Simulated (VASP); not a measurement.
# PC2 (P4/nmm) in VASP: single point with PBE

Aim: the single point of PC2 with PBE.

Everything below comes from runs of VASP 6.6.1. Logs are shortened: lines on timing, memory, paths and dates and some standing lists are left out, and cuts for length are marked.

## (1) The cell of the first run

The structure is tetragonal, space group P4/nmm (No. 129). The conventional cell has a = 3.402 Å, b = 3.402 Å, c = 7.000 Å, α = 90.00°, β = 90.00°, γ = 90.00°. P (site symmetry 4mm) has 9 C at 2.49 to 2.57 Å within 3.3 Å. Within 3.3 Å of C (site symmetry 4mm) lie 5 P at 2.49 to 2.51 Å and 8 C at 3.05 to 3.07 Å. Within 3.2 Å of C (site symmetry -4m2) lie 8 C at 2.41 to 3.07 Å and 4 P at 2.57 Å.

## (2) Single point, PBE

INCAR reads:

```
PREC = Accurate
ENCUT = 520
EDIFF = 1E-6
ISMEAR = 0
SIGMA = 0.1
LREAL = F
LASPH = T
NELM = 60
ALGO = Normal
ISIF = 2
LWAVE = F
LCHARG = F
GGA = PE
NBANDS = 22
```

KPOINTS reads:

```
regular mesh
0
Gamma
  6 6 4
```

POSCAR reads:

```
PC2
1.0
    3.4016175400      0.0000000000      0.0000000000
    0.0000000000      3.4016175400      0.0000000000
    0.0000000000      0.0000000000      7.0003603700
P C
2 4
Direct
    0.0000000000      0.5000000000      0.7247106400
    0.5000000000      0.0000000000      0.2752893600
    0.0000000000      0.5000000000      0.3656376900
    0.5000000000      0.0000000000      0.6343623100
    0.0000000000      0.0000000000      0.0000000000
    0.5000000000      0.5000000000      0.0000000000
```

Potentials or basis: VASP PAW PBE potentials, release 64 (P, C).

On the command line:

```bash
cat potpaw_PBE.64/P/POTCAR potpaw_PBE.64/C/POTCAR > POTCAR
mpirun -np 1 vasp_std > vasp.out
```

OUTCAR:

```text
PREC = Accurate
   ENCUT = 520
   EDIFF = 1E-6
   ISMEAR = 0
   LREAL = F
   LASPH = T
   NELM = 60
   ISIF = 2
   GGA = PE

 ion  position               nearest neighbor table
   1  0.000  0.500  0.725-   4 2.49   4 2.49   4 2.49   4 2.49   3 2.51
   2  0.500  0.000  0.275-   3 2.49   3 2.49   3 2.49   3 2.49   4 2.51
   3  0.000  0.500  0.366-   2 2.49   2 2.49   2 2.49   2 2.49   1 2.51
   4  0.500  0.000  0.634-   1 2.49   1 2.49   1 2.49   1 2.49   2 2.51
   5  0.000  0.000  0.000-
   6  0.500  0.500  0.000-

  LATTYP: Found a simple tetragonal cell.
 ALAT       =     3.4016175400
 C/A-ratio  =     2.0579504567

  Lattice vectors:

 A1 = (   3.4016175400,   0.0000000000,   0.0000000000)
 A2 = (   0.0000000000,   3.4016175400,   0.0000000000)
 A3 = (   0.0000000000,   0.0000000000,   7.0003603700)

Analysis of symmetry for initial positions (statically):
=====================================================================
 Subroutine PRICEL returns:
 Original cell was already a primitive cell.

 Routine SETGRP: Setting up the symmetry group for a
 simple tetragonal supercell.

 Subroutine GETGRP returns: Found 16 space group operations
 (whereof  8 operations were pure point group operations)
 out of a pool of 16 trial point group operations.

The static configuration has the point symmetry D_2d.
 The point group associated with its full space group is D_4h.

Analysis of symmetry for dynamics (positions and initial velocities):
=====================================================================
 Subroutine PRICEL returns:
 Original cell was already a primitive cell.

 Routine SETGRP: Setting up the symmetry group for a
 simple tetragonal supercell.

 Subroutine GETGRP returns: Found 16 space group operations
 (whereof  8 operations were pure point group operations)
 out of a pool of 16 trial point group operations.

The dynamic configuration has the point symmetry D_2d.
 The point group associated with its full space group is D_4h.

 Subroutine INISYM returns: Found 16 space group operations
 (whereof  8 operations are pure point group operations),
 and found     1 'primitive' translations

----------------------------------------------------------------------------------------

                                     Primitive cell

  volume of cell :      81.0012

  direct lattice vectors                    reciprocal lattice vectors
     3.401617540  0.000000000  0.000000000     0.293977788  0.000000000  0.000000000
     0.000000000  3.401617540  0.000000000     0.000000000  0.293977788  0.000000000
     0.000000000  0.000000000  7.000360370     0.000000000  0.000000000  0.142849789

  length of vectors
     3.401617540  3.401617540  7.000360370     0.293977788  0.293977788  0.142849789

  position of ions in fractional coordinates (direct lattice)
     0.000000000  0.500000000  0.724710640
     0.500000000  0.000000000  0.275289360
     0.000000000  0.500000000  0.365637690
     0.500000000  0.000000000  0.634362310
     0.000000000  0.000000000  0.000000000
     0.500000000  0.500000000  0.000000000

  ion indices of the primitive-cell ions
   primitive index   ion index
                 1           1
                 2           2
                 3           3
                 4           4
                 5           5
                 6           6

----------------------------------------------------------------------------------------

 KPOINTS: regular mesh

Automatic generation of k-mesh.
 Grid dimensions read from file:
 generate k-points for:    6    6    4

 Generating k-lattice:

  Cartesian coordinates                     Fractional coordinates (reciprocal lattice)
     0.048996298  0.000000000  0.000000000     0.166666667  0.000000000  0.000000000
     0.000000000  0.048996298  0.000000000     0.000000000  0.166666667  0.000000000
     0.000000000  0.000000000  0.035712447     0.000000000  0.000000000  0.250000000

  Length of vectors
     0.048996298  0.048996298  0.035712447

  Shift w.r.t. Gamma in fractional coordinates (k-lattice)
     0.000000000  0.000000000  0.000000000

 Subroutine IBZKPT returns following result:
 ===========================================

 Found     30 irreducible k-points:

 Following reciprocal coordinates:
            Coordinates               Weight
  0.000000  0.000000  0.000000      1.000000
  0.166667  0.000000  0.000000      4.000000
  0.333333  0.000000  0.000000      4.000000
  0.500000  0.000000  0.000000      2.000000
  0.166667  0.166667  0.000000      4.000000
  0.333333  0.166667  0.000000      8.000000
[... 16 lines left out ...]
  0.333333  0.000000  0.500000      4.000000
  0.500000  0.000000  0.500000      2.000000
 [... further k-points ...]
   k-points           NKPTS =     30   k-points in BZ     NKDIM =     30   number of bands    NBANDS=     22
   number of dos      NEDOS =    301   number of ions     NIONS =      6
   total plane-waves  NPLWV =  42336
   dimension x,y,z NGX =    28 NGY =   28 NGZ =   54
   dimension x,y,z NGXF=    56 NGYF=   56 NGZF=  108
   ions per type =               2   4
   NGX,Y,Z   is equivalent  to a cutoff of  13.68, 13.68, 12.82 a.u.
   NGXF,Y,Z  is equivalent  to a cutoff of  27.37, 27.37, 25.65 a.u.
 SYSTEM =  unknown system
   PREC   = accura    normal or accurate (medium, high low for compatibility)
   ISTART =      0    job   : 0-new  1-cont  2-samecut
   ICHARG =      2    charge: 1-file 2-atom 10-const
   ISPIN  =      1    spin polarized calculation?
   LNONCOLLINEAR =      F non collinear calculations
   LSORBIT =      F    spin-orbit coupling
   LASPH  =      T    aspherical Exc in radial PAW
   ENCUT  =  520.0 eV  38.22 Ry    6.18 a.u.   6.32  6.32 13.02*2*pi/ulx,y,z
   NELM   =     60;   NELMIN=  2; NELMDL= -5     # of ELM steps
   EDIFF  = 0.1E-05   stopping-criterion for ELM
   LREAL  =      F    real-space projection
   EDIFFG = 0.1E-04   stopping-criterion for IOM
   NSW    =      0    number of steps for IOM
   IBRION =     -1    ionic relax: 0-MD 1-quasi-New 2-CG
   NFREE  =      0    steps in history (QN), initial steepest desc. (CG)
   ISIF   =      2    stress and relaxation
   ISYM   =      2    0-nonsym 1-usesym 2-fastsym
   POTIM  = 0.5000    time-step for ionic-motion
   TEBEG  =    0.0;   TEEND  =   0.0 temperature during run
   PSTRESS=    0.0 pullay stress
   NELECT =      26.0000    total number of electrons
   NUPDOWN=      -1.0000    fix difference up-down
   EMIN   =  10.00;   EMAX   =-10.00  energy-range for DOS
   EFERMI =   0.00;   METHOD = LEGACY
   ISMEAR =     0;   SIGMA  =   0.10  broadening in eV -4-tet -1-fermi 0-gaus
   EFERMI_NEDOS =   21; number of points for ismear=-14 and -15
   IALGO  =     38    algorithm
   IMIX   =      4    mixing-type and parameters
     AMIX     =   0.40;   BMIX     =  1.00
     AMIX_MAG =   1.60;   BMIX_MAG =  1.00
  volume/ion in A,a.u.               =      13.50        91.10
  Fermi-wavevector in a.u.,A,eV,Ry     =   1.120905  2.118203 17.094743  1.256428
  Thomas-Fermi vector in A             =   2.257555
   LORBIT       =      0    0 simple, 1 ext, 2 COOP (PROOUT), +10 PAW based schemes
   GGA     = PE    functional components
   LHFCALC =     F    Hartree Fock is set to
   AEXX    =    0.0000 exact exchange contribution
   IVDW    =     0    specifies the selected vdW correction
   LEPSILON=     F    determine dielectric tensor
   LRPA    =     F    only Hartree local field effects (RPA)
 non-spin polarized calculation
 Gauss-broadening in eV      SIGMA  =   0.10
  energy-cutoff  :      520.00
  volume of cell :       81.00
 maximum number of plane-waves:      2208
 NGX is ok and might be reduce to    28
   NGX = 13   NGY = 13   NGZ = 27

 number of electron      26.0000001 magnetization

 Free energy of the ion-electron system (eV)
  ---------------------------------------------------
  ext. energy  EPLUGINS =         0.00000000
  ---------------------------------------------------
  free energy    TOTEN  =       -27.70889711 eV

  energy without entropy =      -27.68085217  energy(sigma->0) =      -27.69487464

 E-fermi :   4.3252     XC(G=0): -10.5116

 val. band max:        4.3240707559   @ k =   0.3333   0.0000   0.0000
 cond. band min:       4.3317374888   @ k =   0.1667   0.1667   0.0000
 fundamental gap:      0.0076667329
 Fermi energy:         4.3252255353

 k-point     1 :       0.0000    0.0000    0.0000
  band No.  band energies     occupation
      1      -9.7686      2.00000
      2      -7.5698      2.00000
      3      -6.9746      2.00000
      4      -1.8774      2.00000
      5      -1.2195      2.00000
      6      -0.0550      2.00000
[... 14 lines left out ...]
     21       9.3617      0.00000
     22       9.3617      0.00000

 k-point     2 :       0.1667    0.0000    0.0000
  band No.  band energies     occupation
      1      -9.4696      2.00000
      2      -7.2779      2.00000
      3      -6.7078      2.00000
      4      -2.9858      2.00000
      5      -1.8864      2.00000
      6      -0.8874      2.00000
[... 14 lines left out ...]
     21       8.7504      0.00000
     22       9.0170      0.00000

 k-point     3 :       0.3333    0.0000    0.0000
  band No.  band energies     occupation
      1      -8.5858      2.00000
      2      -6.4893      2.00000
      3      -5.9331      2.00000
      4      -5.0203      2.00000
      5      -3.1237      2.00000
      6      -2.8463      2.00000
[... 14 lines left out ...]
     21       7.8769      0.00000
     22       8.1486      0.00000

 k-point     4 :       0.5000    0.0000    0.0000
  band No.  band energies     occupation
      1      -7.1843      2.00000
      2      -7.1843      2.00000
      3      -5.0301      2.00000
      4      -5.0301      2.00000
      5      -4.3720      2.00000
      6      -4.3720      2.00000
[... 14 lines left out ...]
     21       7.3571      0.00000
     22       7.3571      0.00000

 k-point     5 :       0.1667    0.1667    0.0000
  band No.  band energies     occupation
      1      -9.1725      2.00000
      2      -6.9876      2.00000
      3      -6.4473      2.00000
      4      -3.1452      2.00000
      5      -2.7118      2.00000
      6      -1.2347      2.00000
[... 14 lines left out ...]
     21       8.6207      0.00000
     22       9.3133      0.00000

 k-point     6 :       0.3333    0.1667    0.0000
  band No.  band energies     occupation
      1      -8.2958      2.00000
      2      -6.2031      2.00000
      3      -5.6976      2.00000
      4      -4.8266      2.00000
      5      -3.3202      2.00000
      6      -2.7154      2.00000
[... 14 lines left out ...]
     21       8.5634      0.00000
     22       8.8767      0.00000

 k-point     7 :       0.5000    0.1667    0.0000
  band No.  band energies     occupation
      1      -6.9100      2.00000
      2      -6.9100      2.00000
      3      -4.8131      2.00000
      4      -4.8131      2.00000
      5      -4.2103      2.00000
      6      -4.2103      2.00000
[... 324 lines left out ...]
      6      -3.8088      2.00000
[... 14 lines left out ...]
     21       9.4419      0.00000
     22       9.4419      0.00000

 k-point    21 :       0.0000    0.0000    0.5000
  band No.  band energies     occupation
      1      -9.3006      2.00000
      2      -8.9463      2.00000
      3      -5.3183      2.00000
      4      -2.6742      2.00000
      5      -1.2619      2.00000
      6      -1.2182      2.00000
[... 14 lines left out ...]
     21       9.2875      0.00000
     22       9.2875      0.00000

 k-point    22 :       0.1667    0.0000    0.5000
  band No.  band energies     occupation
      1      -9.0058      2.00000
      2      -8.6500      2.00000
      3      -5.0637      2.00000
      4      -2.9177      2.00000
      5      -2.3575      2.00000
      6      -2.0024      2.00000
[... 14 lines left out ...]
     21       8.4210      0.00000
     22       9.1071      0.00000

 k-point    23 :       0.3333    0.0000    0.5000
  band No.  band energies     occupation
      1      -8.1389      2.00000
      2      -7.7849      2.00000
      3      -4.7378      2.00000
      4      -4.5480      2.00000
      5      -4.1061      2.00000
      6      -2.1370      2.00000
[... 14 lines left out ...]
     21       8.0355      0.00000
     22       8.0665      0.00000

 k-point    24 :       0.5000    0.0000    0.5000
  band No.  band energies     occupation
      1      -6.9184      2.00000
      2      -6.9184      2.00000
      3      -6.0458      2.00000
      4      -6.0458      2.00000
      5      -3.1379      2.00000
      6      -3.1379      2.00000
[... 14 lines left out ...]
     21       7.4502      0.00000
     22       7.4502      0.00000

 [... further k-points ...]

------------------------ aborting loop because EDIFF is reached ----------------------------------------

  FORCE on cell =-STRESS in cart. coord.  units (eV):
  Direction    XX          YY          ZZ          XY          YZ          ZX
  --------------------------------------------------------------------------------------
  -------------------------------------------------------------------------------------
  Total      -15.2947971    -15.2947971    -12.2574589      0.0000000     -0.0000000      0.0000000
  in kB     -302.5261632   -302.5261632   -242.4485924      0.0000000     -0.0000000      0.0000000
  external PRESSURE =    -282.5003063 kB  Pullay stress =       0.0000000 kB

 VOLUME and BASIS-vectors are now :
 -----------------------------------------------------------------------------
  energy-cutoff  :      520.00
  volume of cell :       81.00
      direct lattice vectors                 reciprocal lattice vectors
     3.401617540  0.000000000  0.000000000     0.293977788  0.000000000  0.000000000
     0.000000000  3.401617540  0.000000000     0.000000000  0.293977788  0.000000000
     0.000000000  0.000000000  7.000360370     0.000000000  0.000000000  0.142849789

 POSITION                                       TOTAL-FORCE (eV/Angst)
 -----------------------------------------------------------------------------------
      0.00000      1.70081      5.07324        -0.000000     -0.000000     -0.724264
      1.70081      0.00000      1.92712         0.000000      0.000000      0.724264
      0.00000      1.70081      2.55960        -0.000000     -0.000000      0.205729
      1.70081      0.00000      4.44076         0.000000     -0.000000     -0.205729
      0.00000      0.00000      0.00000         0.000000     -0.000000      0.000000
      1.70081      1.70081      0.00000         0.000000     -0.000000      0.000000
 -----------------------------------------------------------------------------------
    total drift:                                0.000000      0.000000      0.000000

  FREE ENERGIE OF THE ION-ELECTRON SYSTEM (eV)
  ---------------------------------------------------
  free  energy   TOTEN  =       -27.7088971115 eV

  energy  without entropy=      -27.6808521684  energy(sigma->0) =      -27.69487464
```

Run time: 44 s. Hardware: 1 thread of Intel Xeon Platinum 8488C (Sapphire Rapids), shared host; peak memory 0.2 GiB.

What came out:

```
Free energy            : -27.7089 eV
Pressure               : -28.3 GPa
Largest force          : 0.724 eV/Å
Band gap on the k mesh : zero (band 13 reaches 4.93 eV, above the bottom of band 14 at 2.51 eV)
```

Forces in eV/Å, atoms in the order of the input:
```
P    0.000  0.000 -0.724
P    0.000  0.000  0.724
C    0.000  0.000  0.206
C    0.000  0.000 -0.206
C    0.000  0.000  0.000
C    0.000  0.000  0.000
```
